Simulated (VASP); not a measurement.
# Nb3CdB (Pmmm) in VASP: notebook

Nb3CdB is run at these levels: PBE; tasks: relaxation of cell and atoms, single point.

Program: VASP 6.6.1. These are calculated values, not measurements. Logs are shortened: lines on timing, memory, paths and dates and some standing lists are left out, and cuts for length are marked.

### Step 1. The cell of the first run

It takes space group Pmmm (No. 47, orthorhombic). Conventional cell: a = 4.065 Å, b = 4.232 Å, c = 4.755 Å, α = 90.00°, β = 90.00°, γ = 90.00°. Nb (site symmetry mmm) has 2 Cd at 2.38 Å and 4 Nb at 2.47 Å and 4 B at 2.93 Å within 3.1 Å. Within 2.9 Å of Nb (site symmetry mm2) lie 4 Nb at 2.21 to 2.55 Å and 2 Cd at 2.39 Å and 2 B at 2.40 Å. Within 3.1 Å of Cd (site symmetry mmm) lie 6 Nb at 2.38 to 2.39 Å. Within 3.2 Å of B (site symmetry mmm) lie 8 Nb at 2.40 to 2.93 Å.

The cell was built from a structure type or drawn by symmetry, and may not be a known phase.

### Step 2. Relaxation of cell and atoms, PBE

Contents of INCAR:

```
SYSTEM = Nb3CdB
PREC = Accurate
ENCUT = 600
EDIFF = 1E-6
ISMEAR = 0
SIGMA = 0.1
LREAL = .FALSE.
LASPH = .TRUE.
NELM = 80
ALGO = Normal
ISIF = 3
LWAVE = .FALSE.
LCHARG = .FALSE.
GGA = PE
IBRION = 2
NSW = 90
EDIFFG = -0.04
```

Contents of KPOINTS:

```
regular mesh
0
G
  4 4 4
  0 0 0
```

Contents of POSCAR:

```
Nb3CdB
1.0
    4.0653892000      0.0000000000      0.0000000000
    0.0000000000      4.2316042500      0.0000000000
    0.0000000000      0.0000000000      4.7552164400
Nb Cd B
3 1 1
Direct
    0.0000000000      0.0000000000      0.0000000000
    0.0000000000      0.5000000000      0.2677454100
    0.0000000000      0.5000000000      0.7322545900
    0.0000000000      0.0000000000      0.5000000000
    0.5000000000      0.5000000000      0.0000000000
```

Potentials or basis: VASP PAW PBE potentials, release 64 (Nb_sv, Cd, B).

The run is started by

```
> cat potpaw_PBE.64/Nb_sv/POTCAR potpaw_PBE.64/Cd/POTCAR potpaw_PBE.64/B/POTCAR > POTCAR
> mpirun -np 1 vasp_std > vasp.out
```

OUTCAR:

```text
SYSTEM = Nb3CdB
   PREC = Accurate
   ENCUT = 600
   EDIFF = 1E-6
   ISMEAR = 0
   LREAL = .FALSE.
   LASPH = .TRUE.
   NELM = 80
   ISIF = 3
   GGA = PE
   IBRION = 2
   NSW = 90
   EDIFFG = -0.04

 ion  position               nearest neighbor table
   1  0.000  0.000  0.000-   4 2.38   4 2.38   2 2.47   3 2.47   2 2.47   3 2.47
   2  0.000  0.500  0.268-   3 2.21   4 2.39   4 2.39   5 2.40   5 2.40   1 2.47   1 2.47   3 2.55

   3  0.000  0.500  0.732-   2 2.21   4 2.39   4 2.39   5 2.40   5 2.40   1 2.47   1 2.47   2 2.55

   4  0.000  0.000  0.500-   1 2.38   1 2.38   3 2.39   2 2.39   2 2.39   3 2.39
   5  0.500  0.500  0.000-   2 2.40   3 2.40   2 2.40   3 2.40

  LATTYP: Found a simple orthorhombic cell.
 ALAT       =     4.0653892000
 B/A-ratio  =     1.0408853967
 C/A-ratio  =     1.1696829519

  Lattice vectors:

 A1 = (   4.0653892000,   0.0000000000,   0.0000000000)
 A2 = (   0.0000000000,   4.2316042500,   0.0000000000)
 A3 = (   0.0000000000,   0.0000000000,   4.7552164400)

Analysis of symmetry for initial positions (statically):
=====================================================================
 Subroutine PRICEL returns:
 Original cell was already a primitive cell.

 Routine SETGRP: Setting up the symmetry group for a
 simple orthorhombic supercell.

 Subroutine GETGRP returns: Found  8 space group operations
 (whereof  8 operations were pure point group operations)
 out of a pool of  8 trial point group operations.

The static configuration has the point symmetry D_2h.

Analysis of symmetry for dynamics (positions and initial velocities):
=====================================================================
 Subroutine PRICEL returns:
 Original cell was already a primitive cell.

 Routine SETGRP: Setting up the symmetry group for a
 simple orthorhombic supercell.

 Subroutine GETGRP returns: Found  8 space group operations
 (whereof  8 operations were pure point group operations)
 out of a pool of  8 trial point group operations.

The dynamic configuration has the point symmetry D_2h.

 Subroutine INISYM returns: Found  8 space group operations
 (whereof  8 operations are pure point group operations),
 and found     1 'primitive' translations

----------------------------------------------------------------------------------------

                                     Primitive cell

  volume of cell :      81.8046

  direct lattice vectors                    reciprocal lattice vectors
     4.065389200  0.000000000  0.000000000     0.245978909  0.000000000  0.000000000
     0.000000000  4.231604250  0.000000000     0.000000000  0.236316995  0.000000000
     0.000000000  0.000000000  4.755216440     0.000000000  0.000000000  0.210295370

  length of vectors
     4.065389200  4.231604250  4.755216440     0.245978909  0.236316995  0.210295370

  position of ions in fractional coordinates (direct lattice)
     0.000000000  0.000000000  0.000000000
     0.000000000  0.500000000  0.267745410
     0.000000000  0.500000000  0.732254590
     0.000000000  0.000000000  0.500000000
     0.500000000  0.500000000  0.000000000

  ion indices of the primitive-cell ions
   primitive index   ion index
                 1           1
                 2           2
                 3           3
                 4           4
                 5           5

----------------------------------------------------------------------------------------

 KPOINTS: regular mesh

Automatic generation of k-mesh.
 Grid dimensions read from file:
 generate k-points for:    4    4    4

 Generating k-lattice:

  Cartesian coordinates                     Fractional coordinates (reciprocal lattice)
     0.061494727  0.000000000  0.000000000     0.250000000  0.000000000  0.000000000
     0.000000000  0.059079249  0.000000000     0.000000000  0.250000000  0.000000000
     0.000000000  0.000000000  0.052573842     0.000000000  0.000000000  0.250000000

  Length of vectors
     0.061494727  0.059079249  0.052573842

  Shift w.r.t. Gamma in fractional coordinates (k-lattice)
[... 44 lines left out ...]
 conjugate gradient relaxation of ions
 non-spin polarized calculation
 Gauss-broadening in eV      SIGMA  =   0.10
  energy-cutoff  :      600.00
  volume of cell :       81.80
 maximum number of plane-waves:      2754
   NGX = 17   NGY = 17   NGZ = 19

--------------------------------------- Ionic step        1  -------------------------------------------

 number of electron      53.9999997 magnetization

 Free energy of the ion-electron system (eV)
  ---------------------------------------------------
  ext. energy  EPLUGINS =         0.00000000
  ---------------------------------------------------
  free energy    TOTEN  =       -25.07572857 eV

  energy without entropy =      -25.05917016  energy(sigma->0) =      -25.06744937

------------------------ aborting loop because EDIFF is reached ----------------------------------------

  FORCE on cell =-STRESS in cart. coord.  units (eV):
  Direction    XX          YY          ZZ          XY          YZ          ZX
  --------------------------------------------------------------------------------------
  -------------------------------------------------------------------------------------
  Total       -6.2878291     47.4769969     58.2136792      0.0000000      0.0000000      0.0000000
  in kB     -123.1498387    929.8574170   1140.1399606      0.0000000      0.0000000      0.0000000
  external PRESSURE =     648.9491796 kB  Pullay stress =       0.0000000 kB
[... 24 lines left out ...]
  energy  without entropy=      -25.0591701646  energy(sigma->0) =      -25.06744937

--------------------------------------- Ionic step        2  -------------------------------------------

 number of electron      53.9999996 magnetization

 E-fermi :   2.2915     XC(G=0):  -8.5405

 val. band max:        2.2914938078   @ k =   0.5000   0.2500   0.2500
 cond. band min:       2.2929614156   @ k =   0.5000   0.0000   0.0000
 fundamental gap:      0.0014676079
 Fermi energy:         2.2915204589

 k-point     1 :       0.0000    0.0000    0.0000
  band No.  band energies     occupation
      1     -53.5390      2.00000
      2     -53.2613      2.00000
      3     -53.2514      2.00000
      4     -29.5752      2.00000
      5     -29.5128      2.00000
      6     -29.4522      2.00000
[... 902 lines left out ...]
  FREE ENERGIE OF THE ION-ELECTRON SYSTEM (eV)
  ---------------------------------------------------
  free  energy   TOTEN  =       -33.0527711711 eV

  energy  without entropy=      -33.0001803375  energy(sigma->0) =      -33.02647575

[... ionic steps 4 to 23 ...]

--------------------------------------- Ionic step       24  -------------------------------------------

 number of electron      54.0000010 magnetization

------------------------ aborting loop because EDIFF is reached ----------------------------------------

  FORCE on cell =-STRESS in cart. coord.  units (eV):
  Direction    XX          YY          ZZ          XY          YZ          ZX
  --------------------------------------------------------------------------------------
  -------------------------------------------------------------------------------------
  Total        0.0727707     -0.4985620      0.0457578      0.0000000      0.0000000      0.0000000
  in kB        1.2881483     -8.8252799      0.8099799      0.0000000      0.0000000      0.0000000
  external PRESSURE =      -2.2423839 kB  Pullay stress =       0.0000000 kB
[... 63 lines left out ...]
  energy  without entropy=      -35.9948269768  energy(sigma->0) =      -36.00230327

--------------------------------------- Ionic step       26  -------------------------------------------

 number of electron      54.0000012 magnetization

 Free energy of the ion-electron system (eV)
  ---------------------------------------------------
  ext. energy  EPLUGINS =         0.00000000
  ---------------------------------------------------
  free energy    TOTEN  =       -36.01023215 eV

  energy without entropy =      -35.99554351  energy(sigma->0) =      -36.00288783

 E-fermi :   7.8040     XC(G=0): -11.5493

 val. band max:        7.7725026331   @ k =   0.2500   0.0000   0.2500
 cond. band min:       7.8756203440   @ k =   0.2500   0.2500   0.5000
 fundamental gap:      0.1031177108
 Fermi energy:         7.8040229147

 k-point     1 :       0.0000    0.0000    0.0000
  band No.  band energies     occupation
      1     -47.3748      2.00000
      2     -46.9681      2.00000
      3     -46.9552      2.00000
      4     -23.7232      2.00000
      5     -23.4346      2.00000
      6     -23.2936      2.00000
[... 863 lines left out ...]
  FREE ENERGIE OF THE ION-ELECTRON SYSTEM (eV)
  ---------------------------------------------------
  free  energy   TOTEN  =       -36.0102321540 eV

  energy  without entropy=      -35.9955435075  energy(sigma->0) =      -36.00288783

 reached required accuracy - stopping structural energy minimisation
```

Run time: 22 min. Hardware: 1 thread of Intel Xeon Platinum 8488C (Sapphire Rapids), shared host; peak memory 0.26 GiB.

Results:

| Property | Result |
| --- | --- |
| Free energy | -36.0102 eV |
| Relaxed volume | 18.08 Å³/atom |
| Relaxed cell | a = 3.035 Å, b = 4.672 Å, c = 6.374 Å, α = 90.00°, β = 90.00°, γ = 90.00° |
| Space group after relaxing (to 0.1 Å) | Pmmm (No. 47) |
| Energy gained by relaxing | 2186.9 meV/atom |
| Ionic steps | 26 |
| Pressure after relaxing | 0.0 GPa |
| Largest force after relaxing | 0.018 eV/Å |
| Band gap on the k mesh | zero (bands 27 and 28 overlap by 1.18 eV) |

Forces on the atoms (eV/Å):
```
Nb   0.000  0.000  0.000
Nb   0.000  0.000  0.018
Nb   0.000  0.000 -0.018
Cd   0.000  0.000  0.000
B    0.000  0.000  0.000
```

Step by step:
```
step  energy change (eV)  largest force (eV/Å)  pressure (GPa)  volume (Å³)
   1              0.0000                4.7845           64.89        81.80
   2             -2.1652                3.0251          -20.12       174.97
   3             -7.9770                0.9909          -11.92       118.42
   4             -8.0625                1.0130           -9.94       115.54
   5             -8.0924                1.0840           -7.17       112.19
   6             -9.5025                1.6487           -0.91       100.51
   7             -9.8701                3.2184            4.87        94.84
   8             -9.1114                7.1918           26.84        83.41
   9             -9.9087                3.7784            7.38        92.95
  10            -10.4185                3.0878            6.58        91.27
  11            -10.5137                2.2242            8.60        88.12
  12            -10.6042                2.4013            7.35        89.30
  13            -10.8171                1.2281            1.51        92.02
  14            -10.8614                0.5206           -2.42        94.23
  15            -10.8615                0.5577           -2.22        94.10
  16            -10.8833                0.4971           -1.53        93.29
  17            -10.9089                0.2769            0.83        90.87
  18            -10.9092                0.3065            0.56        91.12
  19            -10.9182                0.1554            0.07        91.10
  20            -10.9215                0.0194           -0.41        91.07
  21            -10.9256                0.0359           -0.04        90.74
  22            -10.9278                0.1217            0.58        90.22
  23            -10.9310                0.1017            0.36        90.29
  24            -10.9336                0.0436           -0.22        90.51
  25            -10.9341                0.0620           -0.06        90.45
  26            -10.9345                0.0180           -0.02        90.40
```

Final structure:
```xyz
5
Lattice="3.0354 0.0000 0.0000 0.0000 4.6723 0.0000 0.0000 0.0000 6.3740" Properties=species:S:1:pos:R:3 pbc="T T T"
Nb    0.0000    0.0000    0.0000
Nb    0.0000    2.3361    1.5959
Nb    0.0000    2.3361    4.7781
Cd    0.0000    0.0000    3.1870
B     1.5177    2.3361    0.0000
```

Levels at points of the mesh, in eV from the Fermi level:
```
           k point  band 25  band 26  band 27  band 28  band 29  band 30
(0.00, 0.00, 0.00)    -1.39    -1.27    -0.87    -0.35     0.72     1.75
(0.50, 0.00, 0.00)    -0.71    -0.71    -0.55    -0.48     0.75     1.15
(0.00, 0.50, 0.00)    -1.73    -1.67    -0.48    -0.14     1.05     1.07
(0.50, 0.50, 0.00)    -1.06    -0.61     0.21     0.89     1.43     1.48
(0.00, 0.00, 0.50)    -1.48    -1.03    -0.47    -0.45     0.73     1.49
(0.50, 0.00, 0.50)    -1.15    -0.83     0.51     0.52     1.15     1.23
(0.00, 0.50, 0.50)    -1.56    -1.49    -1.34     0.58     0.78     0.98
(0.50, 0.50, 0.50)    -1.50    -0.32    -0.09     0.50     0.84     0.96
```

Caveat: the k points lie up to 0.52 Å⁻¹ apart in the final cell, too coarse for converged energies and pressures of a metal; a cell axis changed by over 15 % at a fixed basis, so the end point is rough.

### Step 3. Single point, PBE

This run uses another cell than the first one, of 18.02 Å³/atom.

Contents of INCAR:

```
  ALGO = Fast
  EDIFF = 1E-7
  ENCUT = 520
  GGA = PE
  ISIF = 2
  ISMEAR = 0
  LASPH = T
  LCHARG = F
  LREAL = F
  LWAVE = F
  NBANDS = 35
  NELM = 80
  PREC = Accurate
  SIGMA = 0.1
```

Contents of KPOINTS:

```
k-points
0
Gamma
  12 8 6
```

Contents of POSCAR:

```
Nb3CdB
1.0
    2.9984748085      0.0000000000      0.0000000000
    0.0000000000      4.6812614359      0.0000000000
    0.0000000000      0.0000000000      6.4196143049
Nb Cd B
3 1 1
Direct
    0.0000000000      0.0000000000      0.0000000000
    0.0000000000      0.5000000000      0.2508662736
    0.0000000000      0.5000000000      0.7491337264
    0.0000000000      0.0000000000      0.5000000000
    0.5000000000      0.5000000000      0.0000000000
```

Potentials or basis: VASP PAW PBE potentials, release 64 (Nb_sv, Cd, B).

The run is started by

```
> cat potpaw_PBE.64/Nb_sv/POTCAR potpaw_PBE.64/Cd/POTCAR potpaw_PBE.64/B/POTCAR > POTCAR
> mpirun -np 1 vasp_std > vasp.out
```

It took 21 min on 1 thread of Intel Xeon Platinum 8488C (Sapphire Rapids), shared host; peak memory 0.49 GiB.

Results (log left out):

```
Free energy            : -36.2157 eV
Pressure               : 0.0 GPa
Largest force          : 0.030 eV/Å
Band gap on the k mesh : zero (bands 27 and 28 overlap by 1.50 eV)
```

Forces in eV/Å, atoms in the order of the input:
```
Nb   0.000  0.000  0.000
Nb   0.000  0.000 -0.030
Nb   0.000  0.000  0.030
Cd   0.000  0.000  0.000
B    0.000  0.000  0.000
```

Stress tensor (GPa, compression positive):
```
-0.10  0.00  0.00
 0.00  0.00  0.00
 0.00  0.00 -0.02
```

Levels at points of the mesh, in eV from the Fermi level:
```csv
k point,band 24,band 25,band 26,band 27,band 28,band 29,band 30,band 31
"(0.00, 0.00, 0.00)",-1.77,-1.37,-1.07,-0.86,-0.34,0.95,1.93,2.26
"(0.50, 0.00, 0.00)",-0.78,-0.75,-0.65,-0.49,-0.48,0.83,1.11,2.96
"(0.00, 0.50, 0.00)",-1.68,-1.63,-1.51,-0.51,-0.13,1.00,1.03,1.36
"(0.50, 0.50, 0.00)",-1.07,-0.95,-0.58,0.29,0.91,1.44,1.45,1.95
"(0.00, 0.00, 0.50)",-1.85,-1.46,-0.83,-0.47,-0.47,0.96,1.64,2.32
"(0.50, 0.00, 0.50)",-2.10,-1.09,-0.86,0.54,0.56,1.19,1.31,1.32
"(0.00, 0.50, 0.50)",-1.61,-1.44,-1.36,-1.34,0.58,0.74,1.20,1.91
"(0.50, 0.50, 0.50)",-1.67,-1.38,-0.21,-0.05,0.51,0.82,1.07,1.47
```

### Step 4. Relaxation of cell and atoms, PBE

This run uses another cell than the first one, of 17.99 Å³/atom.

Contents of INCAR:

```
ALGO     = Fast           # electronic algorithm
EDIFF    = 1E-7           # SCF threshold, eV
EDIFFG   = -0.01          # ionic threshold
ENCUT    = 600            # plane-wave cutoff, eV
GGA      = PE             # functional
IBRION   = 2              # ionic algorithm
ISIF     = 3              # what is computed and relaxed
ISMEAR   = 0              # smearing method
LASPH    = T              # aspherical terms in the spheres
LCHARG   = F              # write CHGCAR
LREAL    = F              # projectors in reciprocal space
LWAVE    = F              # write WAVECAR
NELM     = 100            # most SCF steps
NSW      = 100            # ionic steps
PREC     = Accurate       # precision mode
SIGMA    = 0.1            # smearing width, eV
```

KPOINTS is that of step 3.

Contents of POSCAR:

```
Nb3CdB
1.0
    2.9796333827      0.0000000000      0.0000000000
    0.0000000000      4.7035664219      0.0000000000
    0.0000000000      0.0000000000      6.4192074799
Nb Cd B
3 1 1
Direct
    0.0000000000      0.0000000000      0.0000000000
    0.0000000000      0.5000000000      0.2513850854
    0.0000000000      0.5000000000      0.7486149146
    0.0000000000      0.0000000000      0.5000000000
    0.5000000000      0.5000000000      0.0000000000
```

The run is started by

```
> cat potpaw_PBE.64/Nb_sv/POTCAR potpaw_PBE.64/Cd/POTCAR potpaw_PBE.64/B/POTCAR > POTCAR
> mpirun -np 1 vasp_std > vasp.out
```

Wall time 1.6 h (1 thread of Intel Xeon 8259CL, shared host); peak memory 0.59 GiB.

Results (log left out):

| Property | Result |
| --- | --- |
| Free energy | -36.2161 eV |
| Relaxed volume | 18.02 Å³/atom |
| Relaxed cell | a = 2.998 Å, b = 4.683 Å, c = 6.418 Å, α = 90.00°, β = 90.00°, γ = 90.00° |
| Space group after relaxing (to 0.1 Å) | Pmmm (No. 47) |
| Energy gained by relaxing | 0.7 meV/atom |
| Ionic steps | 6 |
| Pressure after relaxing | 0.0 GPa |
| Band gap on the k mesh | zero (bands 27 and 28 overlap by 1.51 eV) |

Stress tensor (GPa, compression positive):
```
-0.04  0.00  0.00
 0.00 -0.08  0.00
 0.00  0.00  0.08
```

The path:
```tsv
step	energy change (eV)	largest force (eV/Å)	pressure (GPa)	volume (Å³)
1	0.0000	0.0218	-0.03	89.96
2	-0.0031	0.0357	0.21	89.91
3	-0.0032	0.0326	0.16	89.92
4	-0.0034	0.0345	-0.12	90.14
5	-0.0034	0.0347	-0.09	90.11
6	-0.0035	0.0011	-0.02	90.12
```

Final structure:
```yaml
crystal:
  lattice:
    - [2.99818, 0.00000, 0.00000]
    - [0.00000, 4.68293, 0.00000]
    - [0.00000, 0.00000, 6.41841]
  atoms:
    - { symbol: Nb, position: [0.00000, 0.00000, 0.00000] }
    - { symbol: Nb, position: [0.00000, 0.50000, 0.25065] }
    - { symbol: Nb, position: [0.00000, 0.50000, 0.74935] }
    - { symbol: Cd, position: [0.00000, 0.00000, 0.50000] }
    - { symbol: B, position: [0.50000, 0.50000, 0.00000] }
```

Levels at points of the mesh, in eV from the Fermi level:
| k point | band 25 | band 26 | band 27 | band 28 | band 29 | band 30 |
| --- | --- | --- | --- | --- | --- | --- |
| (0.00, 0.00, 0.00) | -1.37 | -1.08 | -0.86 | -0.34 | 0.95 | 1.93 |
| (0.50, 0.00, 0.00) | -0.75 | -0.65 | -0.49 | -0.48 | 0.83 | 1.11 |
| (0.00, 0.50, 0.00) | -1.63 | -1.52 | -0.51 | -0.13 | 1.01 | 1.04 |
| (0.50, 0.50, 0.00) | -0.95 | -0.58 | 0.29 | 0.91 | 1.44 | 1.45 |
| (0.00, 0.00, 0.50) | -1.46 | -0.84 | -0.47 | -0.47 | 0.96 | 1.64 |
| (0.50, 0.00, 0.50) | -1.09 | -0.86 | 0.55 | 0.56 | 1.19 | 1.31 |
| (0.00, 0.50, 0.50) | -1.44 | -1.37 | -1.35 | 0.57 | 0.75 | 1.20 |
| (0.50, 0.50, 0.50) | -1.38 | -0.21 | -0.04 | 0.50 | 0.83 | 1.08 |

### Step 5. Summary

```csv
task,cell,k mesh,cutoff (eV),gap on the mesh (eV),pressure (GPa),relaxed volume (Å³/atom),largest force (eV/Å)
relaxation of cell and atoms,"relaxed from a = 4.065, b = 4.232, c = 4.755 Å, 5 atoms, atomic positions A",4 × 4 × 4,600,none,0.0,18.08,0.02
single point,"a = 2.998, b = 4.681, c = 6.420 Å, 5 atoms, atomic positions B",12 × 8 × 6,520,none,0.0,-,0.03
relaxation of cell and atoms,"relaxed from a = 2.980, b = 4.704, c = 6.419 Å, 5 atoms, atomic positions B",12 × 8 × 6,600,none,0.0,18.02,-
```

Alike in all rows: level PBE; potentials or basis VASP PAW PBE potentials, release 64 (Nb_sv, Cd, B); no spin polarisation; smearing gaussian 0.1 eV.

Caveats: some runs use coarse meshes; a cell axis changed by over 15 % at a fixed basis, so the end point is rough (at least some runs).

Absolute energies hang on the potentials; compare differences alone.
